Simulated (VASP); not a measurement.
A run of VASP 6.6.1 is set up as follows.

File INCAR:

```
ALGO = Normal ; EDIFF = 1E-6
ENCUT = 520 ; GGA = PE
ISIF = 2 ; ISMEAR = 0
LASPH = T ; LCHARG = F
LREAL = F ; LWAVE = F
NBANDS = 20 ; NELM = 80
PREC = Accurate ; SIGMA = 0.01
```

The input KPOINTS:

```
k-points
0
Gamma
  6 6 6
```

POSCAR

```
SnO2
1.0
    0.0000000000      2.5334669701      2.5334669701
    2.5334669701      0.0000000000      2.5334669701
    2.5334669701      2.5334669701      0.0000000000
Sn O
1 2
Direct
    0.0000000000      0.0000000000      0.0000000000
    0.2500000000      0.2500000000      0.2500000000
    0.7500000000      0.7500000000      0.7500000000
```

Potentials or basis: VASP PAW PBE potentials, release 64 (Sn_d, O).

Command:

```console
$ cat potpaw_PBE.64/Sn_d/POTCAR potpaw_PBE.64/O/POTCAR > POTCAR
$ mpirun -np 1 vasp_std > vasp.out
```

Predict the pressure.

10.0 GPa.

Predict the band gap on the k mesh.

0.30 eV, indirect (least direct gap 1.68 eV).

Caveat: spin-orbit coupling is left out, which moves the levels of the heavy elements. A k mesh can miss the band edges.
